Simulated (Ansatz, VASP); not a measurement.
## Two plane-wave programs on Be4S

```
Be S
1.0
     3.69597    0.00000    0.00000
     0.00000    3.69597    0.00000
     0.00000    0.00000    3.69597
Be S
4 1
Direct
  0.81610 0.81610 0.81610
  0.18390 0.18390 0.81610
  0.18390 0.81610 0.18390
  0.81610 0.18390 0.18390
  0.50000 0.50000 0.50000
```

Alike in both runs: task single point; functional PBE; k mesh 6 × 6 × 6; occupations gaussian, width 0.1 eV; no spin polarisation.

|  | VASP | Ansatz |
| --- | --- | --- |
| version | VASP 6.6.1 | Ansatz 0.2.0 |
| potentials or method | VASP PAW PBE potentials, release 64 (Be, S), cutoff 520 eV | scalar-relativistic, plane waves, PAW |
| valence electrons in the cell | 14 | 14 |

Ansatz gave:

| Quantity | Value |
| --- | --- |
| gap on the k mesh at the Fermi level (eV) | none |
| pressure (GPa) | 15.7 |
| rms of the force components (eV/Å) | 1.526 |

**Question.** What did VASP give for the same quantities?

**Answer.** gap on the k mesh at the Fermi level (eV): none; pressure (GPa): 15.7; rms of the force components (eV/Å): 1.535.

Atom by atom the forces differ by 0.008 eV/Å (rms over components). A gap of «none» marks a metal or a gap that the smearing closes.
